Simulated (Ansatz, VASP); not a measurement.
One calculation of Hf2S, two programs

```xyz
6
Lattice="3.3743 0.0000 0.0000 -1.6871 2.9222 0.0000 0.0000 0.0000 11.7174" Properties=species:S:1:pos:R:3 pbc="T T T"
Hf    1.6871    0.9741   10.5435
Hf    0.0000    1.9481    4.6848
Hf    1.6871    0.9741    7.0327
Hf    0.0000    1.9481    1.1739
S     0.0000    0.0000    8.7881
S     0.0000    0.0000    2.9294
```

Alike in both runs: task single point; functional r2SCAN; k mesh 1 × 1 × 1; occupations gaussian, width 0.1 eV; no spin polarisation.

|  | VASP | Ansatz |
| --- | --- | --- |
| version | VASP 6.6.1 | Ansatz 0.2.0 |
| potentials or method | VASP PAW PBE potentials, release 64 (Hf_pv, S), cutoff 520 eV | scalar-relativistic, plane waves, PAW |
| valence electrons in the cell | 52 | 116 |

VASP gave:

```
rms of the force components (eV/Å) : 1.895
```

Q: Estimate Ansatz's values.

A: rms of the force components (eV/Å): 1.861.

VASP's potentials were made for PBE, not for r2SCAN. Atom by atom the forces differ by 0.034 eV/Å (rms over components). VASP's potentials hold 52 valence electrons a cell and Ansatz's 116, so a difference there can come from the potentials and not from the codes.

The k mesh is coarse, so the values compare programs but aren't converged. Neither program's run includes spin-orbit coupling.
